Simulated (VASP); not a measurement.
Input of a VASP 6.6.1 run:

POSCAR

```
Ce
1.0
    0.0000000000      2.3390384114      2.3390384114
    2.3390384114      0.0000000000      2.3390384114
    2.3390384114      2.3390384114      0.0000000000
Ce
1
Direct
    0.0000000000      0.0000000000      0.0000000000
```

File INCAR.step1:

```
SYSTEM = Ce
PREC = Accurate
ENCUT = 520
ISMEAR = 1
SIGMA = 0.2
LREAL = .False.
LASPH = .True.
NELM = 60
NBANDS = 12
GGA = PE
ALGO = Normal
EDIFF = 1E-4
LWAVE = .True.
LCHARG = .False.
```

File INCAR.step2:

```
SYSTEM = Ce
PREC = Accurate
ENCUT = 520
EDIFF = 1E-6
ISMEAR = 1
SIGMA = 0.2
LREAL = .False.
LASPH = .True.
NELM = 60
ALGO = Normal
ISIF = 2
LWAVE = .False.
LCHARG = .True.
METAGGA = R2SCAN
LMIXTAU = .True.
LELF = .True.
LVHAR = .True.
NBANDS = 12
ISTART = 1
```

Contents of KPOINTS:

```
Automatic mesh
0
Gamma
  12 12 12
  0 0 0
```

Potentials or basis: VASP PAW PBE potentials, release 64 (Ce).

Command:

```bash
$ cat potpaw_PBE.64/Ce/POTCAR > POTCAR
$ cp INCAR.step1 INCAR
$ mpirun -np 1 vasp_std > vasp.out
$ cp INCAR.step2 INCAR
$ mpirun -np 1 vasp_std > vasp.out
```

Question: Estimate the pressure.

Answer: -0.8 GPa.

Question: Predict the band gap on the k mesh.

Answer: Zero (bands 6 and 7 overlap by 0.52 eV).

Caveat: the PAW data sets were made with another functional, which shifts forces and pressure a little; spin-orbit coupling is left out, which moves the levels of the heavy elements; semilocal functionals describe open f shells poorly, which spoils levels, moments and volumes. Spin polarisation is off, so any magnetic state and its effect on volume and gap are missing.
